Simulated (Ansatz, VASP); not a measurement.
MgS: VASP beside Ansatz

The input INCAR:

```
SYSTEM = MgS
ALGO = Normal
EDIFF = 1E-7
ENCUT = 520
GGA = PE
ISIF = 2
ISMEAR = 0
LASPH = .TRUE.
LCHARG = .FALSE.
LREAL = .FALSE.
LWAVE = .FALSE.
NBANDS = 16
NELM = 100
PREC = Accurate
SIGMA = 0.05
```

The input KPOINTS:

```
k-points
0
G
  6 6 4
  0 0 0
```

Contents of POSCAR:

```
MgS
1.0
    4.0346224068      0.0000000000      0.0000000000
   -2.0173112034      3.4940854990      0.0000000000
    0.0000000000      0.0000000000      6.4322941800
Mg S
2 2
Direct
    0.6666666667      0.3333333333      0.4957548500
    0.3333333333      0.6666666667      0.9957548500
    0.2689388015      0.5378776029      0.3792441500
    0.6666666667      0.3333333333      0.8792441500
```

Input for Ansatz:

```yaml
crystal:
  lattice:
    - [4.0346224068, 0.0, 0.0]
    - [-2.0173112034, 3.494085499, 0.0]
    - [0.0, 0.0, 6.43229418]
  atoms:
    - { symbol: Mg, position: [0.6666666667, 0.3333333333, 0.49575485] }
    - { symbol: Mg, position: [0.3333333333, 0.6666666667, 0.99575485] }
    - { symbol: S, position: [0.2689388015, 0.5378776029, 0.37924415] }
    - { symbol: S, position: [0.6666666667, 0.3333333333, 0.87924415] }
basis:
  ecutwfc: 420
kpoints:
  mp_grid: { grid: [6, 6, 4] }
hamiltonian:
  xc: pbe
scf:
  occupations: { method: gaussian, width: 0.05 }
output:
  forces: true
  stress: true
  eigenvalues: true
```

Alike in both runs: task single point; functional PBE; k mesh 6 × 6 × 4; occupations gaussian, width 0.05 eV; no spin polarisation.

|  | VASP | Ansatz |
| --- | --- | --- |
| version | VASP 6.6.1 | Ansatz 0.2.0 |
| potentials or method | VASP PAW PBE potentials, release 64 (Mg, S), cutoff 520 eV | scalar-relativistic, plane waves, PAW |
| valence electrons in the cell | 16 | 32 |

Ansatz gave:

```
gap on the k mesh at the Fermi level (eV)                     : 3.14
least direct gap on the mesh (eV)                             : 3.14
pressure (GPa)                                                : 2.8
traceless stress, the component that is largest in VASP (GPa) : 5.33
rms of the force components (eV/Å)                            : 0.637
```

Task: Which values does VASP return?

Result: gap on the k mesh at the Fermi level (eV): 3.14; least direct gap on the mesh (eV): 3.14; pressure (GPa): 2.7; traceless stress, the component that is largest in VASP (GPa): 5.34; rms of the force components (eV/Å): 0.639.

Atom by atom the forces differ by 0.003 eV/Å (rms over components). VASP's potentials hold 16 valence electrons a cell and Ansatz's 32, so a difference there can come from the potentials and not from the codes.
